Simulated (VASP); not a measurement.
The system is BaS.

```
Ba S
1.0
     0.00000    3.21420    3.21420
     3.21420    0.00000    3.21420
     3.21420    3.21420    0.00000
Ba S
1 1
Direct
  0.50000 0.50000 0.50000
  0.00000 0.00000 0.00000
```

Base run:

| Quantity | Value |
| --- | --- |
| Program | VASP 6.6.1 |
| Functional | PBEsol |
| Potentials or basis | VASP PAW PBE potentials, release 64 (Ba_sv, S) |
| Cutoff | 520 eV |
| k mesh | 10 × 10 × 10 |
| Occupations | gaussian, width 0.05 eV |
| Spin | no spin polarisation |

Its results: band gap on the k mesh 2.02 eV, indirect (least direct gap 2.17 eV); pressure -1.3 GPa.

Q: The run is repeated on the same cell with these changes: functional from PBEsol to PBE. What comes out?

A: Band gap on the k mesh 2.14 eV, indirect (least direct gap 2.28 eV); pressure 0.6 GPa.

PBE binds less tightly than PBEsol, so the same cell stands under more pressure.

Caveats: spin-orbit coupling is left out, which moves the levels of the heavy elements; the PAW data sets were made with another functional, which shifts forces and pressure a little (some runs).

A k mesh can miss the band edges.
